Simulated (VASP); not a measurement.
# GeW2 (P4/mmm) in VASP: notebook

GeW2 is run at these levels: PBE; tasks: single point.

All numbers are computed with VASP 6.6.1; they aren't measurements. Logs are shortened: lines on timing, memory, paths and dates and some standing lists are left out, and cuts for length are marked.

## 1. The cell of the first run

It takes space group P4/mmm (No. 123, tetragonal). The conventional cell has a = 2.905 Å, b = 2.905 Å, c = 5.994 Å, α = 90.00°, β = 90.00°, γ = 90.00°. Ge (site symmetry 4/mmm) has 8 W at 2.71 Å and 4 Ge at 2.90 Å within 3.6 Å. W (site symmetry 4mm) has 5 W at 2.46 to 2.90 Å and 4 Ge at 2.71 Å within 3.2 Å.

The cell was generated, and may not be a known phase.

## 2. Single point, PBE

The input, INCAR:

```
PREC     = Accurate       # precision mode
ENCUT    = 520            # plane-wave cutoff, eV
EDIFF    = 1E-6           # SCF threshold, eV
ISMEAR   = 0              # smearing method
SIGMA    = 0.1            # smearing width, eV
LREAL    = F              # projectors in reciprocal space
LASPH    = T              # aspherical terms in the spheres
NELM     = 100            # most SCF steps
ALGO     = Normal         # electronic algorithm
ISIF     = 2              # what is computed and relaxed
LWAVE    = F              # write WAVECAR
LCHARG   = F              # write CHGCAR
GGA      = PE             # functional
NBANDS   = 28             # bands
```

The input, KPOINTS:

```
regular mesh
0
Gamma
  6 6 4
```

The input, POSCAR:

```
GeW2
1.0
    2.9048865000      0.0000000000      0.0000000000
    0.0000000000      2.9048865000      0.0000000000
    0.0000000000      0.0000000000      5.9935100300
Ge W
1 2
Direct
    0.0000000000      0.0000000000      0.0000000000
    0.5000000000      0.5000000000      0.2949999900
    0.5000000000      0.5000000000      0.7050000100
```

Potentials or basis: VASP PAW PBE potentials, release 64 (Ge_d, W_sv).

The run is started by

```sh
$ cat potpaw_PBE.64/Ge_d/POTCAR potpaw_PBE.64/W_sv/POTCAR > POTCAR
$ mpirun -np 1 vasp_std > vasp.out
```

OUTCAR:

```text
PREC = Accurate
   ENCUT = 520
   EDIFF = 1E-6
   ISMEAR = 0
   LREAL = F
   LASPH = T
   NELM = 100
   ISIF = 2
   GGA = PE

 ion  position               nearest neighbor table
   1  0.000  0.000  0.000-   2 2.71   3 2.71   2 2.71   3 2.71   2 2.71   3 2.71   2 2.71   3 2.71

   2  0.500  0.500  0.295-   3 2.46   1 2.71   1 2.71   1 2.71   1 2.71
   3  0.500  0.500  0.705-   2 2.46   1 2.71   1 2.71   1 2.71   1 2.71

  LATTYP: Found a simple tetragonal cell.
 ALAT       =     2.9048865000
 C/A-ratio  =     2.0632510186

  Lattice vectors:

 A1 = (   2.9048865000,   0.0000000000,   0.0000000000)
 A2 = (   0.0000000000,   2.9048865000,   0.0000000000)
 A3 = (   0.0000000000,   0.0000000000,   5.9935100300)

Analysis of symmetry for initial positions (statically):
=====================================================================
 Subroutine PRICEL returns:
 Original cell was already a primitive cell.

 Routine SETGRP: Setting up the symmetry group for a
 simple tetragonal supercell.

 Subroutine GETGRP returns: Found 16 space group operations
 (whereof 16 operations were pure point group operations)
 out of a pool of 16 trial point group operations.

The static configuration has the point symmetry D_4h.

Analysis of symmetry for dynamics (positions and initial velocities):
=====================================================================
 Subroutine PRICEL returns:
 Original cell was already a primitive cell.

 Routine SETGRP: Setting up the symmetry group for a
 simple tetragonal supercell.

 Subroutine GETGRP returns: Found 16 space group operations
 (whereof 16 operations were pure point group operations)
 out of a pool of 16 trial point group operations.

The dynamic configuration has the point symmetry D_4h.

 Subroutine INISYM returns: Found 16 space group operations
 (whereof 16 operations are pure point group operations),
 and found     1 'primitive' translations

----------------------------------------------------------------------------------------

                                     Primitive cell

  volume of cell :      50.5754

  direct lattice vectors                    reciprocal lattice vectors
     2.904886500  0.000000000  0.000000000     0.344247529  0.000000000  0.000000000
     0.000000000  2.904886500  0.000000000     0.000000000  0.344247529  0.000000000
     0.000000000  0.000000000  5.993510030     0.000000000  0.000000000  0.166847139

  length of vectors
     2.904886500  2.904886500  5.993510030     0.344247529  0.344247529  0.166847139

  position of ions in fractional coordinates (direct lattice)
     0.000000000  0.000000000  0.000000000
     0.500000000  0.500000000  0.294999990
     0.500000000  0.500000000  0.705000010

  ion indices of the primitive-cell ions
   primitive index   ion index
                 1           1
                 2           2
                 3           3

----------------------------------------------------------------------------------------

 KPOINTS: regular mesh

Automatic generation of k-mesh.
 Grid dimensions read from file:
 generate k-points for:    6    6    4

 Generating k-lattice:

  Cartesian coordinates                     Fractional coordinates (reciprocal lattice)
     0.057374588  0.000000000  0.000000000     0.166666667  0.000000000  0.000000000
     0.000000000  0.057374588  0.000000000     0.000000000  0.166666667  0.000000000
     0.000000000  0.000000000  0.041711785     0.000000000  0.000000000  0.250000000

  Length of vectors
     0.057374588  0.057374588  0.041711785

  Shift w.r.t. Gamma in fractional coordinates (k-lattice)
     0.000000000  0.000000000  0.000000000

 Subroutine IBZKPT returns following result:
 ===========================================

 Found     30 irreducible k-points:

 Following reciprocal coordinates:
            Coordinates               Weight
  0.000000  0.000000  0.000000      1.000000
  0.166667  0.000000  0.000000      4.000000
  0.333333  0.000000  0.000000      4.000000
  0.500000  0.000000  0.000000      2.000000
  0.166667  0.166667  0.000000      4.000000
  0.333333  0.166667  0.000000      8.000000
[... 16 lines left out ...]
  0.333333  0.000000  0.500000      4.000000
  0.500000  0.000000  0.500000      2.000000
 [... further k-points ...]
   k-points           NKPTS =     30   k-points in BZ     NKDIM =     30   number of bands    NBANDS=     28
   number of dos      NEDOS =    301   number of ions     NIONS =      3
   total plane-waves  NPLWV =  27648
   dimension x,y,z NGX =    24 NGY =   24 NGZ =   48
   dimension x,y,z NGXF=    48 NGYF=   48 NGZF=   96
   ions per type =               1   2
   NGX,Y,Z   is equivalent  to a cutoff of  13.74, 13.74, 13.31 a.u.
   NGXF,Y,Z  is equivalent  to a cutoff of  27.47, 27.47, 26.63 a.u.
 SYSTEM =  unknown system
   PREC   = accura    normal or accurate (medium, high low for compatibility)
   ISTART =      0    job   : 0-new  1-cont  2-samecut
   ICHARG =      2    charge: 1-file 2-atom 10-const
   ISPIN  =      1    spin polarized calculation?
   LNONCOLLINEAR =      F non collinear calculations
   LSORBIT =      F    spin-orbit coupling
   LASPH  =      T    aspherical Exc in radial PAW
   ENCUT  =  520.0 eV  38.22 Ry    6.18 a.u.   5.40  5.40 11.14*2*pi/ulx,y,z
   NELM   =    100;   NELMIN=  2; NELMDL= -5     # of ELM steps
   EDIFF  = 0.1E-05   stopping-criterion for ELM
   LREAL  =      F    real-space projection
   EDIFFG = 0.1E-04   stopping-criterion for IOM
   NSW    =      0    number of steps for IOM
   IBRION =     -1    ionic relax: 0-MD 1-quasi-New 2-CG
   NFREE  =      0    steps in history (QN), initial steepest desc. (CG)
   ISIF   =      2    stress and relaxation
   ISYM   =      2    0-nonsym 1-usesym 2-fastsym
   POTIM  = 0.5000    time-step for ionic-motion
   TEBEG  =    0.0;   TEEND  =   0.0 temperature during run
   PSTRESS=    0.0 pullay stress
   NELECT =      42.0000    total number of electrons
   NUPDOWN=      -1.0000    fix difference up-down
   EMIN   =  10.00;   EMAX   =-10.00  energy-range for DOS
   EFERMI =   0.00;   METHOD = LEGACY
   ISMEAR =     0;   SIGMA  =   0.10  broadening in eV -4-tet -1-fermi 0-gaus
   EFERMI_NEDOS =   21; number of points for ismear=-14 and -15
   IALGO  =     38    algorithm
   IMIX   =      4    mixing-type and parameters
     AMIX     =   0.40;   BMIX     =  1.00
     AMIX_MAG =   1.60;   BMIX_MAG =  1.00
  volume/ion in A,a.u.               =      16.86       113.77
  Fermi-wavevector in a.u.,A,eV,Ry     =   1.538785  2.907883 32.216700  2.367861
  Thomas-Fermi vector in A             =   2.645105
   LORBIT       =      0    0 simple, 1 ext, 2 COOP (PROOUT), +10 PAW based schemes
   GGA     = PE    functional components
   LHFCALC =     F    Hartree Fock is set to
   AEXX    =    0.0000 exact exchange contribution
   IVDW    =     0    specifies the selected vdW correction
   LEPSILON=     F    determine dielectric tensor
   LRPA    =     F    only Hartree local field effects (RPA)
 non-spin polarized calculation
 Gauss-broadening in eV      SIGMA  =   0.10
  energy-cutoff  :      520.00
  volume of cell :       50.58
 maximum number of plane-waves:      1391
 NGX is ok and might be reduce to    24
   NGX = 11   NGY = 11   NGZ = 23

 number of electron      41.9999999 magnetization

 Free energy of the ion-electron system (eV)
  ---------------------------------------------------
  ext. energy  EPLUGINS =         0.00000000
  ---------------------------------------------------
  free energy    TOTEN  =       -27.45452394 eV

  energy without entropy =      -27.43641585  energy(sigma->0) =      -27.44546990

 E-fermi :   9.7381     XC(G=0): -12.7393

 val. band max:        9.7270164895   @ k =   0.1667   0.1667   0.2500
 cond. band min:       9.7631800261   @ k =   0.3333   0.3333   0.2500
 fundamental gap:      0.0361635366
 Fermi energy:         9.7380902998

 k-point     1 :       0.0000    0.0000    0.0000
  band No.  band energies     occupation
      1     -64.3343      2.00000
      2     -64.2298      2.00000
      3     -29.0602      2.00000
      4     -28.3696      2.00000
      5     -28.3696      2.00000
      6     -28.2491      2.00000
[... 20 lines left out ...]
     27      15.3986      0.00000
     28      15.3986      0.00000

 k-point     2 :       0.1667    0.0000    0.0000
  band No.  band energies     occupation
      1     -64.3271      2.00000
      2     -64.2228      2.00000
      3     -29.0425      2.00000
      4     -28.5075      2.00000
      5     -28.3791      2.00000
      6     -28.3581      2.00000
[... 20 lines left out ...]
     27      13.1744      0.00000
     28      16.2676      0.00000

 k-point     3 :       0.3333    0.0000    0.0000
  band No.  band energies     occupation
      1     -64.3128      2.00000
      2     -64.2088      2.00000
      3     -29.0071      2.00000
      4     -28.7752      2.00000
      5     -28.6318      2.00000
      6     -28.3350      2.00000
[... 20 lines left out ...]
     27      13.5446      0.00000
     28      17.2477      0.00000

 k-point     4 :       0.5000    0.0000    0.0000
  band No.  band energies     occupation
      1     -64.3056      2.00000
      2     -64.2018      2.00000
      3     -28.9892      2.00000
      4     -28.9052      2.00000
      5     -28.7548      2.00000
      6     -28.3234      2.00000
[... 20 lines left out ...]
     27      14.7928      0.00000
     28      15.5419      0.00000

 k-point     5 :       0.1667    0.1667    0.0000
  band No.  band energies     occupation
      1     -64.3200      2.00000
      2     -64.2158      2.00000
      3     -29.0254      2.00000
      4     -28.4997      2.00000
      5     -28.4893      2.00000
      6     -28.3707      2.00000
[... 20 lines left out ...]
     27      13.8193      0.00000
     28      14.1096      0.00000

 k-point     6 :       0.3333    0.1667    0.0000
  band No.  band energies     occupation
      1     -64.3057      2.00000
      2     -64.2019      2.00000
      3     -28.9910      2.00000
      4     -28.7595      2.00000
      5     -28.6178      2.00000
      6     -28.4682      2.00000
[... 463 lines left out ...]
      5     -28.3677      2.00000
      6     -28.2510      2.00000
[... 20 lines left out ...]
     27      16.7194      0.00000
     28      17.6761      0.00000

 k-point    22 :       0.1667    0.0000    0.5000
  band No.  band energies     occupation
      1     -64.3262      2.00000
      2     -64.2237      2.00000
      3     -29.0025      2.00000
      4     -28.5041      2.00000
      5     -28.3829      2.00000
      6     -28.3559      2.00000
[... 20 lines left out ...]
     27      15.4050      0.00000
     28      17.7605      0.00000

 k-point    23 :       0.3333    0.0000    0.5000
  band No.  band energies     occupation
      1     -64.3119      2.00000
      2     -64.2097      2.00000
      3     -28.9710      2.00000
      4     -28.7690      2.00000
      5     -28.6383      2.00000
      6     -28.3321      2.00000
[... 20 lines left out ...]
     27      14.4116      0.00000
     28      16.2755      0.00000

 k-point    24 :       0.5000    0.0000    0.5000
  band No.  band energies     occupation
      1     -64.3048      2.00000
      2     -64.2027      2.00000
      3     -28.9552      2.00000
      4     -28.8977      2.00000
      5     -28.7625      2.00000
      6     -28.3202      2.00000
[... 20 lines left out ...]
     27      15.5791      0.00000
     28      15.6612      0.00000

 [... further k-points ...]

------------------------ aborting loop because EDIFF is reached ----------------------------------------

  FORCE on cell =-STRESS in cart. coord.  units (eV):
  Direction    XX          YY          ZZ          XY          YZ          ZX
  --------------------------------------------------------------------------------------
  -------------------------------------------------------------------------------------
  Total        0.1625432      0.1625432      1.6540975      0.0000000      0.0000000      0.0000000
  in kB        5.1492022      5.1492022     52.4000983      0.0000000      0.0000000      0.0000000
  external PRESSURE =      20.8995009 kB  Pullay stress =       0.0000000 kB

 VOLUME and BASIS-vectors are now :
 -----------------------------------------------------------------------------
  energy-cutoff  :      520.00
  volume of cell :       50.58
      direct lattice vectors                 reciprocal lattice vectors
     2.904886500  0.000000000  0.000000000     0.344247529  0.000000000  0.000000000
     0.000000000  2.904886500  0.000000000     0.000000000  0.344247529  0.000000000
     0.000000000  0.000000000  5.993510030     0.000000000  0.000000000  0.166847139

 POSITION                                       TOTAL-FORCE (eV/Angst)
 -----------------------------------------------------------------------------------
      0.00000      0.00000      0.00000         0.000000      0.000000      0.000000
      1.45244      1.45244      1.76809         0.000000      0.000000     -0.402274
      1.45244      1.45244      4.22542         0.000000      0.000000      0.402274
 -----------------------------------------------------------------------------------
    total drift:                                0.000000     -0.000000      0.000000

  FREE ENERGIE OF THE ION-ELECTRON SYSTEM (eV)
  ---------------------------------------------------
  free  energy   TOTEN  =       -27.4545239425 eV

  energy  without entropy=      -27.4364158508  energy(sigma->0) =      -27.44546990
```

Run time: 51 s. Hardware: 1 thread of Intel Xeon 8259CL, shared host; peak memory 0.19 GiB.

Results:

```yaml
Free_energy: -27.4545 eV
Pressure: 2.1 GPa
Largest_force: 0.402 eV/Å
Band_gap_on_the_k_mesh: zero (bands 21 and 22 overlap by 0.98 eV)
```

Forces on the atoms (eV/Å):
```
Ge   0.000  0.000  0.000
W    0.000  0.000 -0.402
W    0.000  0.000  0.402
```

Caveat: the k points lie up to 0.36 Å⁻¹ apart, too coarse for converged energies and pressures of a metal; spin-orbit coupling is left out, which moves the levels of the heavy elements.

## 3. Single point, PBE

This run uses another cell than the first one, of 17.26 Å³/atom.

The input, INCAR:

```
SYSTEM = GeW2
ALGO = Fast
EDIFF = 1E-6
ENCUT = 520
GGA = PE
ISIF = 2
ISMEAR = 0
LASPH = .TRUE.
LCHARG = .FALSE.
LREAL = .FALSE.
LWAVE = .FALSE.
NBANDS = 28
NELM = 60
PREC = Accurate
SIGMA = 0.1
```

The input, KPOINTS:

```
k-points
0
G
  16 16 8
  0 0 0
```

The input, POSCAR:

```
GeW2
1.0
    3.0768773454      0.0000000000      0.0000000000
    0.0000000000      3.0768773454      0.0000000000
    0.0000000000      0.0000000000      5.4700330585
Ge W
1 2
Direct
    0.0000000000      0.0000000000      0.0000000000
    0.5000000000      0.5000000000      0.2753307707
    0.5000000000      0.5000000000      0.7246692293
```

Potentials or basis: VASP PAW PBE potentials, release 64 (Ge_d, W_sv).

The run is started by

```sh
$ cat potpaw_PBE.64/Ge_d/POTCAR potpaw_PBE.64/W_sv/POTCAR > POTCAR
$ mpirun -np 1 vasp_std > vasp.out
```

Run time: 8.1 min. Hardware: 1 thread of Intel Xeon 8259CL, shared host; peak memory 0.39 GiB.

It converged, with:

```yaml
Free_energy: -27.6079 eV
Pressure: 0.5 GPa
Largest_force: 0.053 eV/Å
Band_gap_on_the_k_mesh: zero (bands 21 and 22 overlap by 2.15 eV)
```

Forces on the atoms (eV/Å):
```
Ge   0.000  0.000  0.000
W    0.000  0.000 -0.053
W    0.000  0.000  0.053
```

Stress tensor (GPa, compression positive):
```
0.28 0.00 0.00
0.00 0.28 0.00
0.00 0.00 0.83
```

Levels at points of the mesh, in eV from the Fermi level:
| k point | band 19 | band 20 | band 21 | band 22 | band 23 | band 24 |
| --- | --- | --- | --- | --- | --- | --- |
| (0.00, 0.00, 0.00) | -2.02 | -1.82 | -1.82 | 1.86 | 2.45 | 3.10 |
| (0.50, 0.00, 0.00) | -2.39 | -1.23 | -0.60 | 0.51 | 0.57 | 2.88 |
| (0.50, 0.50, 0.00) | -0.27 | -0.27 | 0.55 | 1.20 | 1.20 | 3.59 |
| (0.00, 0.00, 0.50) | -1.79 | -0.54 | -0.54 | 0.15 | 0.15 | 2.01 |
| (0.50, 0.00, 0.50) | -1.23 | -1.12 | -0.81 | -0.07 | 0.46 | 1.50 |
| (0.50, 0.50, 0.50) | -2.20 | -0.72 | -0.63 | 2.30 | 3.56 | 3.56 |

Caveat: spin-orbit coupling is left out, which moves the levels of the heavy elements.

The gap in the log of VASP goes by the Fermi energy; the results here count the filled bands.